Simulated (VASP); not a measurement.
Ti:

```xyz
3
Lattice="4.6000 0.0000 0.0000 -2.3000 3.9837 0.0000 0.0000 0.0000 2.8200" Properties=species:S:1:pos:R:3 pbc="T T T"
Ti    0.0000    0.0000    0.0000
Ti    0.0000    2.6558    1.4100
Ti    2.3000    1.3279    1.4100
```

* Program: VASP 6.6.1
* Task: relaxation of cell and atoms
* Functional: LDA
* Potentials or basis: VASP PAW LDA potentials, release 64 (Ti_sv)
* Cutoff: 600 eV
* k mesh: 11 × 11 × 15
* Occupations: methfessel-paxton, width 0.1 eV
* Spin: no spin polarisation

At the start: pressure -9.1 GPa; volume 17.23 Å³/atom.

Problem. Where does the relaxation end?

Solution. Over 9 steps the energy falls by 43.8 meV/atom and the volume is 15.83 Å³/atom (-8.1 %); space group P6/mmm (No. 191, to 0.05 Å).

Step by step:
| step | energy change (eV) | largest force (eV/Å) | pressure (GPa) | volume (Å³) |
| --- | --- | --- | --- | --- |
| 1 | 0.0000 | 0.0000 | -9.09 | 51.68 |
| 2 | -0.0597 | 0.0000 | 8.54 | 44.70 |
| 3 | -0.1296 | 0.0000 | 0.04 | 47.49 |
| 4 | -0.1296 | 0.0000 | 0.25 | 47.40 |
| 5 | -0.1312 | 0.0000 | 0.21 | 47.41 |
| 6 | -0.1312 | 0.0000 | 0.20 | 47.41 |
| 7 | -0.1312 | 0.0000 | 0.20 | 47.41 |
| 8 | -0.1313 | 0.0000 | -0.13 | 47.54 |
| 9 | -0.1313 | 0.0000 | -0.03 | 47.48 |

Final structure:
```yaml
crystal:
  lattice:
    - [4.44845, 0.00000, 0.00000]
    - [-2.22422, 3.85247, 0.00000]
    - [0.00000, 0.00000, 2.77079]
  atoms:
    - { symbol: Ti, position: [0.00000, 0.00000, 0.00000] }
    - { symbol: Ti, position: [0.33333, 0.66667, 0.50000] }
    - { symbol: Ti, position: [0.66667, 0.33333, 0.50000] }
```
